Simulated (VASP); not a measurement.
Wanted: the native input for a VASP 6.6.1 run.

- Task: single point
- Functional: LDA
- Potentials or basis: VASP PAW LDA potentials, release 64 (Rh_sv_GW)
- Cutoff: 530 eV
- k mesh: 14 × 14 × 14
- Occupations: fermi-dirac, width 0.6 eV
- Spin: no spin polarisation
- Dipole correction: no
- Second run: valence_matched
- Further INCAR settings: ALGO = Normal; EDIFF = 1e-06; NBANDS = 14

The structure of Rh lies in POSCAR:

```
Rh
1.0
    0.0000000000      1.8776226225      1.8776226225
    1.8776226225      0.0000000000      1.8776226225
    1.8776226225      1.8776226225      0.0000000000
Rh
1
Direct
    0.0000000000      0.0000000000      0.0000000000
```

The input as run:

INCAR

```
SYSTEM = Rh
ALGO = Normal ; EDIFF = 1E-6
ENCUT = 530 ; GGA = CA
GGA_COMPAT = .False. ; ISIF = 2
ISMEAR = -1 ; LASPH = .True.
LCHARG = .True. ; LELF = .True.
LREAL = .False. ; LVHAR = .True.
LWAVE = .False. ; NBANDS = 14
NELM = 120 ; PREC = Accurate
SIGMA = 0.6
```

KPOINTS

```
k-points
0
Gamma
  14 14 14
  0 0 0
```

Potentials or basis: VASP PAW LDA potentials, release 64 (Rh_sv_GW).

The run is started by

```sh
$ cat potpaw_LDA.64/Rh_sv_GW/POTCAR > POTCAR
$ mpirun -np 1 vasp_std > vasp.out
```

It gave:

```yaml
Pressure: 9.6 GPa
```

Run time: 16 s on 1 thread of Intel(R) Xeon(R) Platinum 8259CL CPU @ 2.50GHz (Skylake/Cascade Lake), on a shared host, peak memory 0.14 GiB.
